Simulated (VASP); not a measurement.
Write the native input for VASP 6.6.1 that does the following.

```
Task                   : single point
Functional             : PBE
Potentials or basis    : VASP PAW PBE potentials, release 64 (Ir)
Cutoff                 : 520 eV
k mesh                 : 15 × 15 × 8
Occupations            : fermi-dirac, width 0.05 eV
Spin                   : no spin polarisation
Dipole correction      : no
Further INCAR settings : ALGO = Fast; EDIFF = 1e-06; NBANDS = 16
```

The structure of Ir lies in POSCAR:

```
Ir
1.0
    2.7513778946      0.0000000000      0.0000000000
   -1.3756889473      2.3827631521      0.0000000000
    0.0000000000      0.0000000000      4.4622900000
Ir
2
Direct
    0.3333333333      0.6666666667      0.2500000000
    0.6666666667      0.3333333333      0.7500000000
```

One way to write it, as run:

INCAR

```
SYSTEM = Ir
PREC = Accurate
ENCUT = 520
EDIFF = 1E-6
ISMEAR = -1
SIGMA = 0.05
LREAL = .False.
LASPH = .True.
NELM = 80
ALGO = Fast
ISIF = 2
LWAVE = .False.
LCHARG = .False.
GGA = PE
NBANDS = 16
```

KPOINTS

```
regular mesh
0
Gamma
  15 15 8
  0 0 0
```

Potentials or basis: VASP PAW PBE potentials, release 64 (Ir).

Launch:

```console
$ cat potpaw_PBE.64/Ir/POTCAR > POTCAR
$ mpirun -np 1 vasp_std > vasp.out
```

It gave:

```json
{
  "Pressure": "-1.0 GPa",
  "Band gap on the k mesh": "zero (band 9 reaches 10.86 eV, above the bottom of band 10 at 7.76 eV)"
}
```

Caveat: spin-orbit coupling is left out, which moves the levels of the heavy elements.

Run time: 30 s on 1 thread of Intel(R) Xeon(R) 6975P-C (Granite Rapids), with other jobs on the host, peak memory 0.17 GiB.
